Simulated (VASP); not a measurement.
# BN (F-43m) in VASP: notebook, part 2 of 2

VASP 6.6.1. Earlier steps stand in the parts before.

## Step 4: Single point, r2SCAN

This run uses another cell than the first one: it holds 2 atoms, not 8.

POSCAR reads:

```
BN
1.0
    0.0000000000      1.8130010000      1.8130010000
    1.8130010000      0.0000000000      1.8130010000
    1.8130010000      1.8130010000      0.0000000000
B N
1 1
Direct
    0.0000000000      0.0000000000      0.0000000000
    0.7500000000      0.7500000000      0.7500000000
```

INCAR.step1 reads:

```
SYSTEM = BN
PREC     = Accurate       ! precision mode
ENCUT    = 520            ! plane-wave cutoff, eV
ISMEAR   = 0              ! smearing method
SIGMA    = 0.05           ! smearing width, eV
LREAL    = .FALSE.        ! projectors in reciprocal space
LASPH    = .TRUE.         ! aspherical terms in the spheres
NELM     = 60             ! most SCF steps
NBANDS   = 11             ! bands
GGA      = PE             ! functional
ALGO     = Normal         ! electronic algorithm
EDIFF    = 1E-4           ! SCF threshold, eV
LWAVE    = .TRUE.         ! write WAVECAR
LCHARG   = .FALSE.        ! write CHGCAR
```

INCAR.step2 reads:

```
SYSTEM = BN
PREC     = Accurate       ! precision mode
ENCUT    = 520            ! plane-wave cutoff, eV
EDIFF    = 1E-6           ! SCF threshold, eV
ISMEAR   = 0              ! smearing method
SIGMA    = 0.05           ! smearing width, eV
LREAL    = .FALSE.        ! projectors in reciprocal space
LASPH    = .TRUE.         ! aspherical terms in the spheres
NELM     = 60             ! most SCF steps
ALGO     = Normal         ! electronic algorithm
ISIF     = 2              ! what is computed and relaxed
LWAVE    = .FALSE.        ! write WAVECAR
LCHARG   = .TRUE.         ! write CHGCAR
METAGGA  = R2SCAN         ! meta-GGA
LMIXTAU  = .TRUE.       
LELF     = .TRUE.         ! ELF
LVHAR    = .TRUE.       
NBANDS   = 11             ! bands
ISTART   = 1
```

KPOINTS reads:

```
Automatic mesh
0
G
  12 12 12
  0 0 0
```

Potentials or basis: VASP PAW PBE potentials, release 64 (B, N).

The run is started by

```
> cat potpaw_PBE.64/B/POTCAR potpaw_PBE.64/N/POTCAR > POTCAR
> cp INCAR.step1 INCAR
> mpirun -np 1 vasp_std > vasp.out
> cp INCAR.step2 INCAR
> mpirun -np 1 vasp_std > vasp.out
```

OUTCAR:

```text
SYSTEM = BN
   PREC = Accurate
   ENCUT = 520
   EDIFF = 1E-6
   ISMEAR = 0
   LREAL = .FALSE.
   LASPH = .TRUE.
   NELM = 60
   ISIF = 2
   METAGGA = R2SCAN
   ISTART = 1

 ion  position               nearest neighbor table
   1  0.000  0.000  0.000-   2 1.57   2 1.57   2 1.57   2 1.57
   2  0.750  0.750  0.750-   1 1.57   1 1.57   1 1.57   1 1.57

  LATTYP: Found a face centered cubic cell.
 ALAT       =     3.6260020000

  Lattice vectors:

 A1 = (   0.0000000000,   1.8130010000,   1.8130010000)
 A2 = (   1.8130010000,   0.0000000000,   1.8130010000)
 A3 = (   1.8130010000,   1.8130010000,   0.0000000000)
[... 513 lines left out ...]
      8      23.8256      0.00000
      9      29.3686      0.00000
     10      33.5853      0.00000
     11      35.1789      0.00000

 [... further k-points ...]
[... 5 lines left out ...]
  --------------------------------------------------------------------------------------
  -------------------------------------------------------------------------------------
  Total       -0.3045152     -0.3045152     -0.3045152      0.0000000      0.0000000      0.0000000
  in kB      -40.9350602    -40.9350602    -40.9350602      0.0000000      0.0000000      0.0000000
  external PRESSURE =     -40.9350602 kB  Pullay stress =       0.0000000 kB

 VOLUME and BASIS-vectors are now :
 -----------------------------------------------------------------------------
  energy-cutoff  :      520.00
  volume of cell :       11.92
      direct lattice vectors                 reciprocal lattice vectors
     0.000000000  1.813001000  1.813001000    -0.275785838  0.275785838  0.275785838
     1.813001000  0.000000000  1.813001000     0.275785838 -0.275785838  0.275785838
     1.813001000  1.813001000  0.000000000     0.275785838  0.275785838 -0.275785838

 POSITION                                       TOTAL-FORCE (eV/Angst)
 -----------------------------------------------------------------------------------
      0.00000      0.00000      0.00000         0.000000      0.000000     -0.000000
      2.71950      2.71950      2.71950        -0.000000     -0.000000      0.000000
 -----------------------------------------------------------------------------------
    total drift:                               -0.000000     -0.000000     -0.000000

  FREE ENERGIE OF THE ION-ELECTRON SYSTEM (eV)
  ---------------------------------------------------
  free  energy   TOTEN  =       -19.1704396404 eV

  energy  without entropy=      -19.1704396404  energy(sigma->0) =      -19.17043964
```

OUTCAR.step1:

```text
SYSTEM = BN
   PREC = Accurate
   ENCUT = 520
   ISMEAR = 0
   LREAL = .FALSE.
   LASPH = .TRUE.
[... 557 lines left out ...]
      0.00000      0.00000      0.00000        -0.000000     -0.000000      0.000000
      2.71950      2.71950      2.71950         0.000000      0.000000     -0.000000
 -----------------------------------------------------------------------------------
    total drift:                                0.000000      0.000000      0.000000

  FREE ENERGIE OF THE ION-ELECTRON SYSTEM (eV)
  ---------------------------------------------------
  free  energy   TOTEN  =       -17.4510159774 eV

  energy  without entropy=      -17.4510159774  energy(sigma->0) =      -17.45101598
```

OSZICAR.step1:

```text
N       E                     dE             d eps       ncg     rms          rms(c)
DAV:   1     0.101234726722E+02    0.10123E+02   -0.50334E+03  1624   0.727E+02
DAV:   2    -0.179060532672E+02   -0.28030E+02   -0.27370E+02  1915   0.164E+02
DAV:   3    -0.184015444682E+02   -0.49549E+00   -0.49480E+00  1857   0.187E+01
DAV:   4    -0.184021040510E+02   -0.55958E-03   -0.55958E-03  1713   0.707E-01
DAV:   5    -0.184021045781E+02   -0.52710E-06   -0.52711E-06  1710   0.213E-02    0.665E+00
DAV:   6    -0.175339023693E+02    0.86820E+00   -0.29499E+00  1665   0.987E+00    0.324E+00
DAV:   7    -0.174647984619E+02    0.69104E-01   -0.10003E-01  1773   0.262E+00    0.191E+00
DAV:   8    -0.174507573557E+02    0.14041E-01   -0.35170E-02  1754   0.136E+00    0.188E-01
DAV:   9    -0.174509276005E+02   -0.17024E-03   -0.98110E-04  1680   0.258E-01    0.827E-02
DAV:  10    -0.174510159774E+02   -0.88377E-04   -0.12348E-04  1733   0.948E-02
   1 F= -.17451016E+02 E0= -.17451016E+02  d E =-.195395E-18
```

Run time: 16 s. Hardware: 1 thread of Intel Xeon 6975P-C (Granite Rapids), shared host; peak memory 0.12 GiB.

Results:

| Item | Value |
| --- | --- |
| Free energy | -19.1704 eV |
| Pressure | -4.1 GPa |
| Band gap on the k mesh | 4.96 eV, indirect (least direct gap 9.48 eV) |

Caveat: the PAW data sets were made with another functional, which shifts forces and pressure a little. r2SCAN opens gaps a little over a GGA but as a rule still falls short of measured ones.

## Step 5: Single point, r2SCAN

This run uses another cell than the first one: it holds 12 atoms, not 8.

POSCAR reads:

```
BN
1.0
    1.8130010000     -1.8130010000      0.0000000000
    1.8130010000      0.0000000000     -1.8130010000
    7.2520040000      7.2520040000      7.2520040000
B N
6 6
Direct
    0.6666666667      0.6666666667      0.1666666667
    0.0000000000      0.0000000000      0.0000000000
    0.3333333333      0.3333333333      0.3333333333
    0.6666666667      0.6666666667      0.6666666667
    0.0000000000      0.0000000000      0.5000000000
    0.3333333333      0.3333333333      0.8333333333
    0.6666666667      0.6666666667      0.5416666667
    1.0000000000      1.0000000000      0.3750000000
    0.3333333333      0.3333333333      0.7083333333
    0.6666666667      0.6666666667      0.0416666667
    0.0000000000      0.0000000000      0.8750000000
    0.3333333333      0.3333333333      0.2083333333
```

INCAR.step1 reads:

```
SYSTEM = BN
ALGO = Normal
EDIFF = 1E-4
ENCUT = 520
GGA = PE
ISMEAR = 0
LASPH = .True.
LCHARG = .False.
LREAL = .False.
LWAVE = .True.
NBANDS = 36
NELM = 100
PREC = Accurate
SIGMA = 0.05
```

INCAR.step2 reads:

```
SYSTEM = BN
ALGO = Normal
EDIFF = 1E-6
ENCUT = 520
ISIF = 2
ISMEAR = 0
ISTART = 1
LASPH = .True.
LCHARG = .False.
LMIXTAU = .True.
LREAL = .False.
LWAVE = .False.
METAGGA = R2SCAN
NBANDS = 36
NELM = 100
PREC = Accurate
SIGMA = 0.05
```

KPOINTS reads:

```
k-points
0
Gamma
  10 10 2
  0 0 0
```

Potentials or basis: VASP PAW PBE potentials, release 64 (B, N).

The run is started by

```
> cat potpaw_PBE.64/B/POTCAR potpaw_PBE.64/N/POTCAR > POTCAR
> cp INCAR.step1 INCAR
> mpirun -np 1 vasp_std > vasp.out
> cp INCAR.step2 INCAR
> mpirun -np 1 vasp_std > vasp.out
```

OUTCAR:

```text
SYSTEM = BN
   EDIFF = 1E-6
   ENCUT = 520
   ISIF = 2
   ISMEAR = 0
   ISTART = 1
   LASPH = .True.
   LREAL = .False.
   METAGGA = R2SCAN
   NELM = 100
   PREC = Accurate

 ion  position               nearest neighbor table
   1  0.667  0.667  0.167-  12 1.57  12 1.57  10 1.57  12 1.57
   2  0.000  0.000  0.000-  11 1.57  10 1.57  10 1.57  10 1.57
   3  0.333  0.333  0.333-  12 1.57   8 1.57   8 1.57   8 1.57
   4  0.667  0.667  0.667-   9 1.57   9 1.57   7 1.57   9 1.57
   5  0.000  0.000  0.500-   8 1.57   7 1.57   7 1.57   7 1.57
   6  0.333  0.333  0.833-   9 1.57  11 1.57  11 1.57  11 1.57
   7  0.667  0.667  0.542-   4 1.57   5 1.57   5 1.57   5 1.57
   8  0.000  0.000  0.375-   5 1.57   3 1.57   3 1.57   3 1.57
   9  0.333  0.333  0.708-   4 1.57   4 1.57   4 1.57   6 1.57
  10  0.667  0.667  0.042-   1 1.57   2 1.57   2 1.57   2 1.57
  11  0.000  0.000  0.875-   2 1.57   6 1.57   6 1.57   6 1.57
  12  0.333  0.333  0.208-   1 1.57   1 1.57   1 1.57   3 1.57

  LATTYP: Found a hexagonal cell.
 ALAT       =     2.5639706028
[... 206 lines left out ...]
 fundamental gap:      4.9647072371
 Fermi energy:         7.4432444726

 k-point     1 :       0.0000    0.0000    0.0000
  band No.  band energies     occupation
      1     -14.0549      2.00000
      2     -13.3673      2.00000
      3     -13.3673      2.00000
      4     -11.4698      2.00000
      5     -11.4698      2.00000
      6      -9.8035      2.00000
[... 925 lines left out ...]
     35      19.2477      0.00000
     36      20.1369      0.00000

 [... further k-points ...]
[... 5 lines left out ...]
  --------------------------------------------------------------------------------------
  -------------------------------------------------------------------------------------
  Total       -1.8300361     -1.8300361     -1.8300361     -0.0002727     -0.0002727     -0.0002727
  in kB      -41.0010383    -41.0010383    -41.0010383     -0.0061097     -0.0061097     -0.0061097
  external PRESSURE =     -41.0010383 kB  Pullay stress =       0.0000000 kB

 VOLUME and BASIS-vectors are now :
 -----------------------------------------------------------------------------
  energy-cutoff  :      520.00
  volume of cell :       71.51
      direct lattice vectors                 reciprocal lattice vectors
     1.813001000 -1.813001000  0.000000000     0.183857225 -0.367714451  0.183857225
     1.813001000  0.000000000 -1.813001000     0.183857225  0.183857225 -0.367714451
     7.252004000  7.252004000  7.252004000     0.045964306  0.045964306  0.045964306

 POSITION                                       TOTAL-FORCE (eV/Angst)
 -----------------------------------------------------------------------------------
      3.62600      0.00000      0.00000         0.000034      0.000034      0.000034
      0.00000      0.00000      0.00000         0.000034      0.000034      0.000034
      3.62600      1.81300      1.81300         0.000034      0.000034      0.000034
      7.25200      3.62600      3.62600         0.000034      0.000034      0.000034
      3.62600      3.62600      3.62600         0.000034      0.000034      0.000034
      7.25200      5.43900      5.43900         0.000034      0.000034      0.000034
      6.34550      2.71950      2.71950        -0.000034     -0.000034     -0.000034
      2.71950      2.71950      2.71950        -0.000034     -0.000034     -0.000034
      6.34550      4.53250      4.53250        -0.000034     -0.000034     -0.000034
      2.71950     -0.90650     -0.90650        -0.000034     -0.000034     -0.000034
      6.34550      6.34550      6.34550        -0.000034     -0.000034     -0.000034
      2.71950      0.90650      0.90650        -0.000034     -0.000034     -0.000034
 -----------------------------------------------------------------------------------
    total drift:                                0.001362      0.001363      0.001363

  FREE ENERGIE OF THE ION-ELECTRON SYSTEM (eV)
  ---------------------------------------------------
  free  energy   TOTEN  =      -115.0228266563 eV

  energy  without entropy=     -115.0228266563  energy(sigma->0) =     -115.02282666
```

It took 3.6 min on 1 thread of AMD EPYC 7R13 (Zen 3), shared host; peak memory 0.19 GiB.

Results:

```yaml
Free_energy: -115.0228 eV
Pressure: -4.1 GPa
Band_gap_on_the_k_mesh: 4.96 eV
```

Caveat: the PAW data sets were made with another functional, which shifts forces and pressure a little.

## Step 6: The runs side by side

| cell | k mesh | gap on the mesh (eV) | pressure (GPa) |
| --- | --- | --- | --- |
| a = 3.626 Å, 8 atoms | 6 × 6 × 6 | 4.96 | -4.1 |
| a = 2.564 Å, angles 60.0°, 2 atoms | 12 × 12 × 12 | 4.96 | -4.1 |
| a = 2.564, b = 2.564, c = 12.561 Å, angles 90.0, 90.0, 60.0°, 12 atoms | 10 × 10 × 2 | 4.96 | -4.1 |

Alike in all rows: task single point; level r2SCAN; potentials or basis VASP PAW PBE potentials, release 64 (B, N); no spin polarisation; cutoff (eV) 520; smearing gaussian 0.05 eV.

Caveats: the PAW data sets were made with another functional, which shifts forces and pressure a little.

Absolute energies hang on the potentials; compare differences alone.
